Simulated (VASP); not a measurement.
## PbSe: single point with PBEsol+D3(BJ)

PbSe:

```
Pb Se
1.0
     0.00000    3.04825    3.04825
     3.04825    0.00000    3.04825
     3.04825    3.04825    0.00000
Pb Se
1 1
Direct
  0.50000 0.50000 0.50000
  0.00000 0.00000 0.00000
```

This cell differs from its parent crystal: volume scaled by 1.04.

```yaml
Program: VASP 6.6.1
Task: single point
Functional: PBEsol
Dispersion: D3(BJ)
Potentials_or_basis: VASP PAW PBE potentials, release 64 (Pb_d, Se)
Cutoff: 520 eV
k_mesh: 6 × 6 × 6
Occupations: gaussian, width 0.05 eV
Spin: no spin polarisation
Dipole_correction: no
Further_INCAR_settings: ALGO = Normal; EDIFF = 1e-06; NBANDS = 17
```

```
Pressure                   : -2.0 GPa
Band gap on the k mesh     : 0.16 eV, direct
Dispersion energy per atom : -0.362 eV
```

Levels at points of the mesh, in eV from the valence-band top:
```csv
k point,band 6,band 7,band 8,band 9,band 10,band 11,band 12,band 13,band 14,band 15
"(0.00, 0.00, 0.00)",-13.72,-6.32,-1.94,-1.94,-1.94,4.70,4.70,4.70,6.41,6.41
"(0.50, 0.00, 0.00)",-12.62,-8.91,-1.52,-1.52,0.00,0.16,1.62,1.62,8.42,10.11
"(0.50, 0.50, 0.00)",-12.22,-7.44,-5.14,-3.33,-3.33,3.52,5.62,5.62,6.05,11.32
```

It took 9.4 s on 1 thread of AMD EPYC 7R13 Processor (Zen 3), with other jobs on the host, peak memory 0.16 GiB.

Caveat: the PAW data sets were made with another functional, which shifts forces and pressure a little; spin-orbit coupling is left out, which moves the levels of the heavy elements. A k mesh can miss the band edges.
